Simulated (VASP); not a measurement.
# AlN (P6_3mc) in VASP: further runs

AlN is run at these levels: r2SCAN; tasks: single point.

Everything below comes from runs of VASP 6.6.1. Logs are shortened: lines on timing, memory, paths and dates and some standing lists are left out, and cuts for length are marked.

### 1 The cell of the first run

The structure is hexagonal, space group P6_3mc (No. 186). The conventional cell has a = 3.267 Å, b = 3.267 Å, c = 5.102 Å, α = 90.00°, β = 90.00°, γ = 120.00°. Al (site symmetry 3m) has 4 N at 1.96 to 1.98 Å within 2.6 Å. Within 2.6 Å of N (site symmetry 3m) lie 4 Al at 1.96 to 1.98 Å.

### 2 Single point, r2SCAN (strain +0.050 along x and y, +0.025 along z)

The input, POSCAR:

```
AlN
1.0
    3.2665522592      0.0000000000      0.0000000000
   -1.6332761296      2.8289172392      0.0000000000
    0.0000000000      0.0000000000      5.1024500000
Al N
2 2
Direct
    0.3333333333      0.6666666667      0.0000000000
    0.6666666667      0.3333333333      0.5000000000
    0.3333333333      0.6666666667      0.3850000000
    0.6666666667      0.3333333333      0.8850000000
```

The input, INCAR.step1:

```
SYSTEM = AlN
  PREC = Accurate
  ENCUT = 520
  ISMEAR = 0
  SIGMA = 0.05
  LREAL = .FALSE.
  LASPH = .TRUE.
  NELM = 80
  NBANDS = 16
  GGA = PE
  ALGO = Normal
  EDIFF = 1E-4
  LWAVE = .TRUE.
  LCHARG = .FALSE.
```

The input, INCAR.step2:

```
SYSTEM = AlN
  PREC = Accurate
  ENCUT = 520
  EDIFF = 1E-6
  ISMEAR = 0
  SIGMA = 0.05
  LREAL = .FALSE.
  LASPH = .TRUE.
  NELM = 80
  ALGO = Normal
  ISIF = 2
  LWAVE = .FALSE.
  LCHARG = .FALSE.
  METAGGA = R2SCAN
  LMIXTAU = .TRUE.
  NBANDS = 16
  ISTART = 1
```

The input, KPOINTS:

```
Automatic mesh
0
G
  12 12 6
  0 0 0
```

Potentials or basis: VASP PAW PBE potentials, release 64 (Al, N).

The run is started by

```sh
$ cat potpaw_PBE.64/Al/POTCAR potpaw_PBE.64/N/POTCAR > POTCAR
$ cp INCAR.step1 INCAR
$ mpirun -np 1 vasp_std > vasp.out
$ cp INCAR.step2 INCAR
$ mpirun -np 1 vasp_std > vasp.out
```

OUTCAR:

```text
SYSTEM = AlN
   PREC = Accurate
   ENCUT = 520
   EDIFF = 1E-6
   ISMEAR = 0
   LREAL = .FALSE.
   LASPH = .TRUE.
   NELM = 80
   ISIF = 2
   METAGGA = R2SCAN
   ISTART = 1

 ion  position               nearest neighbor table
   1  0.333  0.667  0.000-   3 1.96   4 1.98   4 1.98   4 1.98   2 3.17   2 3.17   2 3.17   2 3.17
                             2 3.17   2 3.17
   2  0.667  0.333  0.500-   4 1.96   3 1.98   3 1.98   3 1.98   1 3.17   1 3.17   1 3.17   1 3.17
                             1 3.17   1 3.17
   3  0.333  0.667  0.385-   1 1.96   2 1.98   2 1.98   2 1.98
   4  0.667  0.333  0.885-   2 1.96   1 1.98   1 1.98   1 1.98

  LATTYP: Found a hexagonal cell.
 ALAT       =     3.2665522592
 C/A-ratio  =     1.5620291963

  Lattice vectors:

 A1 = (   3.2665522592,   0.0000000000,   0.0000000000)
 A2 = (  -1.6332761296,   2.8289172392,   0.0000000000)
 A3 = (   0.0000000000,   0.0000000000,   5.1024500000)

Analysis of symmetry for initial positions (statically):
=====================================================================
 Subroutine PRICEL returns:
 Original cell was already a primitive cell.

 Routine SETGRP: Setting up the symmetry group for a
 hexagonal supercell.

 Subroutine GETGRP returns: Found 12 space group operations
 (whereof  6 operations were pure point group operations)
 out of a pool of 24 trial point group operations.

The static configuration has the point symmetry C_3v.
 The point group associated with its full space group is C_6v.

Analysis of symmetry for dynamics (positions and initial velocities):
=====================================================================
 Subroutine PRICEL returns:
 Original cell was already a primitive cell.

 Routine SETGRP: Setting up the symmetry group for a
 hexagonal supercell.

 Subroutine GETGRP returns: Found 12 space group operations
 (whereof  6 operations were pure point group operations)
 out of a pool of 24 trial point group operations.

The dynamic configuration has the point symmetry C_3v.
 The point group associated with its full space group is C_6v.

 Subroutine INISYM returns: Found 12 space group operations
 (whereof  6 operations are pure point group operations),
 and found     1 'primitive' translations

----------------------------------------------------------------------------------------

                                     Primitive cell

  volume of cell :      47.1508

  direct lattice vectors                    reciprocal lattice vectors
     3.266552259  0.000000000  0.000000000     0.306133171  0.176746068  0.000000000
    -1.633276130  2.828917239  0.000000000     0.000000000  0.353492137  0.000000000
     0.000000000  0.000000000  5.102450000     0.000000000  0.000000000  0.195984282

  length of vectors
     3.266552259  3.266552259  5.102450000     0.353492137  0.353492137  0.195984282

  position of ions in fractional coordinates (direct lattice)
     0.333333333  0.666666667  0.000000000
     0.666666667  0.333333333  0.500000000
     0.333333333  0.666666667  0.385000000
     0.666666667  0.333333333  0.885000000

  ion indices of the primitive-cell ions
   primitive index   ion index
                 1           1
                 2           2
                 3           3
                 4           4

----------------------------------------------------------------------------------------

 KPOINTS: Automatic mesh

Automatic generation of k-mesh.
 Grid dimensions read from file:
 generate k-points for:   12   12    6

 Generating k-lattice:

  Cartesian coordinates                     Fractional coordinates (reciprocal lattice)
     0.025511098  0.014728839  0.000000000     0.083333333  0.000000000  0.000000000
     0.000000000  0.029457678  0.000000000     0.000000000  0.083333333  0.000000000
     0.000000000  0.000000000  0.032664047     0.000000000  0.000000000  0.166666667

  Length of vectors
     0.029457678  0.029457678  0.032664047

  Shift w.r.t. Gamma in fractional coordinates (k-lattice)
     0.000000000  0.000000000  0.000000000

 Subroutine IBZKPT returns following result:
 ===========================================

 Found     76 irreducible k-points:

 Following reciprocal coordinates:
            Coordinates               Weight
  0.000000  0.000000  0.000000      1.000000
  0.083333 -0.000000  0.000000      6.000000
  0.166667 -0.000000  0.000000      6.000000
  0.250000 -0.000000  0.000000      6.000000
  0.333333 -0.000000  0.000000      6.000000
  0.416667 -0.000000  0.000000      6.000000
[... 16 lines left out ...]
  0.250000 -0.000000  0.166667     12.000000
  0.333333 -0.000000  0.166667     12.000000
 [... further k-points ...]
   k-points           NKPTS =     76   k-points in BZ     NKDIM =     76   number of bands    NBANDS=     16
   number of dos      NEDOS =    301   number of ions     NIONS =      4
   total plane-waves  NPLWV =  23040
   dimension x,y,z NGX =    24 NGY =   24 NGZ =   40
   dimension x,y,z NGXF=    48 NGYF=   48 NGZF=   80
   ions per type =               2   2
   NGX,Y,Z   is equivalent  to a cutoff of  12.21, 12.21, 13.03 a.u.
   NGXF,Y,Z  is equivalent  to a cutoff of  24.43, 24.43, 26.07 a.u.
 SYSTEM =  AlN
   PREC   = accura    normal or accurate (medium, high low for compatibility)
   ISTART =      1    job   : 0-new  1-cont  2-samecut
   ICHARG =      0    charge: 1-file 2-atom 10-const
   ISPIN  =      1    spin polarized calculation?
   LNONCOLLINEAR =      F non collinear calculations
   LSORBIT =      F    spin-orbit coupling
   LASPH  =      T    aspherical Exc in radial PAW
   ENCUT  =  520.0 eV  38.22 Ry    6.18 a.u.   6.07  6.07  9.49*2*pi/ulx,y,z
   NELM   =     80;   NELMIN=  2; NELMDL=  0     # of ELM steps
   EDIFF  = 0.1E-05   stopping-criterion for ELM
   LREAL  =      F    real-space projection
   EDIFFG = 0.1E-04   stopping-criterion for IOM
   NSW    =      0    number of steps for IOM
   IBRION =     -1    ionic relax: 0-MD 1-quasi-New 2-CG
   NFREE  =      0    steps in history (QN), initial steepest desc. (CG)
   ISIF   =      2    stress and relaxation
   ISYM   =      2    0-nonsym 1-usesym 2-fastsym
   POTIM  = 0.5000    time-step for ionic-motion
   TEBEG  =    0.0;   TEEND  =   0.0 temperature during run
   PSTRESS=    0.0 pullay stress
   NELECT =      16.0000    total number of electrons
   NUPDOWN=      -1.0000    fix difference up-down
   EMIN   =  10.00;   EMAX   =-10.00  energy-range for DOS
   EFERMI =   0.00;   METHOD = LEGACY
   ISMEAR =     0;   SIGMA  =   0.05  broadening in eV -4-tet -1-fermi 0-gaus
   EFERMI_NEDOS =   21; number of points for ismear=-14 and -15
   IALGO  =     38    algorithm
   IMIX   =      4    mixing-type and parameters
     AMIX     =   0.40;   BMIX     =  1.00
     AMIX_MAG =   1.60;   BMIX_MAG =  1.00
  volume/ion in A,a.u.               =      11.79        79.55
  Fermi-wavevector in a.u.,A,eV,Ry     =   1.141875  2.157831 17.740349  1.303879
  Thomas-Fermi vector in A             =   2.278574
   LORBIT       =      0    0 simple, 1 ext, 2 COOP (PROOUT), +10 PAW based schemes
   METAGGA = R2SCAN    functional components
   LHFCALC =     F    Hartree Fock is set to
   AEXX    =    0.0000 exact exchange contribution
   IVDW    =     0    specifies the selected vdW correction
   LEPSILON=     F    determine dielectric tensor
   LRPA    =     F    only Hartree local field effects (RPA)
 non-spin polarized calculation
 Gauss-broadening in eV      SIGMA  =   0.05
  energy-cutoff  :      520.00
  volume of cell :       47.15
 maximum number of plane-waves:      1296
   NGX = 13   NGY = 13   NGZ = 19

 number of electron      16.0000001 magnetization

 Free energy of the ion-electron system (eV)
  ---------------------------------------------------
  ext. energy  EPLUGINS =         0.00000000
  ---------------------------------------------------
  free energy    TOTEN  =       -38.02554759 eV

  energy without entropy =      -38.02554759  energy(sigma->0) =      -38.02554759

 E-fermi :   5.1473     XC(G=0): -10.8627

 val. band max:        4.9087546983   @ k =   0.0000   0.0000   0.0000
 cond. band min:       8.6031275389   @ k =   0.0000   0.0000   0.0000
 fundamental gap:      3.6943728406
 Fermi energy:         5.1473321505

 k-point     1 :       0.0000    0.0000    0.0000
  band No.  band energies     occupation
      1     -10.4739      2.00000
      2      -8.6208      2.00000
      3      -0.6538      2.00000
      4       3.8545      2.00000
      5       3.8545      2.00000
      6       4.5550      2.00000
[... 8 lines left out ...]
     15      17.5676      0.00000
     16      18.1018      0.00000

 k-point     2 :       0.0833   -0.0000    0.0000
  band No.  band energies     occupation
      1     -10.3993      2.00000
      2      -8.5831      2.00000
      3      -0.5590      2.00000
      4       3.4813      2.00000
      5       3.7488      2.00000
      6       4.1474      2.00000
[... 8 lines left out ...]
     15      17.6769      0.00000
     16      17.9231      0.00000

 k-point     3 :       0.1667   -0.0000    0.0000
  band No.  band energies     occupation
      1     -10.1826      2.00000
      2      -8.4817      2.00000
      3      -0.2801      2.00000
      4       2.5708      2.00000
      5       3.3124      2.00000
      6       3.4968      2.00000
[... 8 lines left out ...]
     15      17.1135      0.00000
     16      17.5289      0.00000

 k-point     4 :       0.2500   -0.0000    0.0000
  band No.  band energies     occupation
      1      -9.8492      2.00000
      2      -8.3528      2.00000
      3       0.1628      2.00000
      4       1.5163      2.00000
      5       2.4263      2.00000
      6       3.2042      2.00000
[... 8 lines left out ...]
     15      16.7647      0.00000
     16      17.8250      0.00000
[... 324 lines left out ...]
 k-point    22 :       0.1667   -0.0000    0.1667
  band No.  band energies     occupation
      1     -10.0917      2.00000
      2      -8.6295      2.00000
      3      -0.0331      2.00000
      4       2.6434      2.00000
      5       3.0927      2.00000
      6       3.5554      2.00000
[... 8 lines left out ...]
     15      17.1089      0.00000
     16      17.5301      0.00000

 k-point    23 :       0.2500   -0.0000    0.1667
  band No.  band energies     occupation
      1      -9.7659      2.00000
      2      -8.4759      2.00000
      3       0.2432      2.00000
      4       1.6848      2.00000
      5       2.2730      2.00000
      6       3.2715      2.00000
[... 8 lines left out ...]
     15      17.0127      0.00000
     16      17.8928      0.00000

 k-point    24 :       0.3333   -0.0000    0.1667
  band No.  band energies     occupation
      1      -9.3766      2.00000
      2      -8.3441      2.00000
      3       0.1998      2.00000
      4       1.1071      2.00000
      5       1.7214      2.00000
      6       3.0220      2.00000
[... 8 lines left out ...]
     15      17.0742      0.00000
     16      18.7673      0.00000

 [... further k-points ...]
[... 5 lines left out ...]
  --------------------------------------------------------------------------------------
  -------------------------------------------------------------------------------------
  Total       -7.0230621     -7.0230621     -4.7244484      0.0000000     -0.0000000     -0.0000000
  in kB     -238.6428807   -238.6428807   -160.5362366      0.0000000     -0.0000000     -0.0000000
  external PRESSURE =    -212.6073326 kB  Pullay stress =       0.0000000 kB

 VOLUME and BASIS-vectors are now :
 -----------------------------------------------------------------------------
  energy-cutoff  :      520.00
  volume of cell :       47.15
      direct lattice vectors                 reciprocal lattice vectors
     3.266552259  0.000000000  0.000000000     0.306133171  0.176746068  0.000000000
    -1.633276130  2.828917239  0.000000000     0.000000000  0.353492137  0.000000000
     0.000000000  0.000000000  5.102450000     0.000000000  0.000000000  0.195984282

 POSITION                                       TOTAL-FORCE (eV/Angst)
 -----------------------------------------------------------------------------------
     -0.00000      1.88594      0.00000        -0.000000     -0.000000      0.063439
      1.63328      0.94297      2.55123         0.000000      0.000000      0.063439
     -0.00000      1.88594      1.96444         0.000000      0.000000     -0.063439
      1.63328      0.94297      4.51567         0.000000      0.000000     -0.063439
 -----------------------------------------------------------------------------------
    total drift:                               -0.000000      0.000000     -0.020244

  FREE ENERGIE OF THE ION-ELECTRON SYSTEM (eV)
  ---------------------------------------------------
  free  energy   TOTEN  =       -38.0255475922 eV

  energy  without entropy=      -38.0255475922  energy(sigma->0) =      -38.02554759
```

Run time: 3.2 min. Hardware: 1 thread of Intel Xeon 8259CL, shared host; peak memory 0.19 GiB.

Results:

```
Free energy            : -38.0255 eV
Pressure               : -21.3 GPa
Largest force          : 0.063 eV/Å
Band gap on the k mesh : 3.69 eV
```

Forces in eV/Å, atoms in the order of the input:
```
Al   0.000  0.000  0.063
Al   0.000  0.000  0.063
N    0.000  0.000 -0.063
N    0.000  0.000 -0.063
```

Caveat: the cell differs from its parent crystal (strain +0.050 along x and y, +0.025 along z); the cell stands under tension; the PAW data sets were made with another functional, which shifts forces and pressure a little. A k mesh can miss the band edges.

[end of part 1 of 2]
